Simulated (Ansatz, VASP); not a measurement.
## One calculation of PtSe2, two programs

```
Se Pt
1.0
     3.76031    0.00000    0.00000
    -1.88015    3.25652    0.00000
     0.00000    0.00000   27.26293
Se Pt
6 3
Cartesian
  1.8802 1.0855 7.5000
  0.0000 2.1710 10.0365
  1.8802 1.0855 12.3632
  0.0000 2.1710 14.8997
  1.8802 1.0855 17.2265
  0.0000 2.1710 19.7629
  0.0000 0.0000 8.7682
  0.0000 0.0000 13.6315
  0.0000 0.0000 18.4947
```

Alike in both runs: task single point; functional PBEsol; k mesh 9 × 9 × 1; occupations gaussian, width 0.1 eV; no spin polarisation.

|  | VASP | Ansatz |
| --- | --- | --- |
| version | VASP 6.6.1 | Ansatz 0.2.0 |
| potentials or method | VASP PAW PBE potentials, release 64 (Se, Pt), cutoff 520 eV | scalar-relativistic, plane waves, PAW |
| valence electrons in the cell | 66 | 150 |

Ansatz gave:

| Property | Result |
| --- | --- |
| gap on the k mesh at the Fermi level (eV) | none |
| rms of the force components (eV/Å) | 0.064 |

What did VASP give for the same quantities?

gap on the k mesh at the Fermi level (eV): none; rms of the force components (eV/Å): 0.062.

VASP's potentials were made for PBE, not for PBEsol. A gap of «none» marks a metal or a gap that the smearing closes. The functional is the same, so the differences come from potentials, cutoffs and numerics. VASP's potentials hold 66 valence electrons a cell and Ansatz's 150, so a difference there can come from the potentials and not from the codes.

Spin-orbit coupling is off throughout.
